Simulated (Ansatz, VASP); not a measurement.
**One calculation of MgO, two programs**

```
Mg O
1.0
     0.00000    2.01463    2.01463
     2.01463    0.00000    2.01463
     2.01463    2.01463    0.00000
Mg O
1 1
Direct
  0.00000 0.00000 0.00000
  0.50000 0.50000 0.50000
```

Alike in both runs: task single point; functional LDA; k mesh 10 × 10 × 10; no spin polarisation.

|  | VASP | Ansatz |
| --- | --- | --- |
| version | VASP 6.6.1 | Ansatz 0.2.0 |
| potentials or method | VASP PAW LDA potentials, release 64 (Mg, O), cutoff 600 eV | scalar-relativistic, plane waves, PAW |
| occupations | methfessel-paxton of order 1, width 0.05 eV | methfessel-paxton of order 1, width 0.01 eV |
| valence electrons in the cell | 8 | 16 |

|  | VASP | Ansatz | Ansatz less VASP |
| --- | --- | --- | --- |
| gap on the k mesh at the Fermi level (eV) | 6.07 | 6.06 | -0.006 |
| pressure (GPa) | 18.0 | 20.0 | +2.07 |

LDA's correlation is that of Perdew and Zunger in VASP and of Perdew and Wang (1992) in Ansatz. VASP's potentials hold 8 valence electrons a cell and Ansatz's 16, so a difference there can come from the potentials and not from the codes.
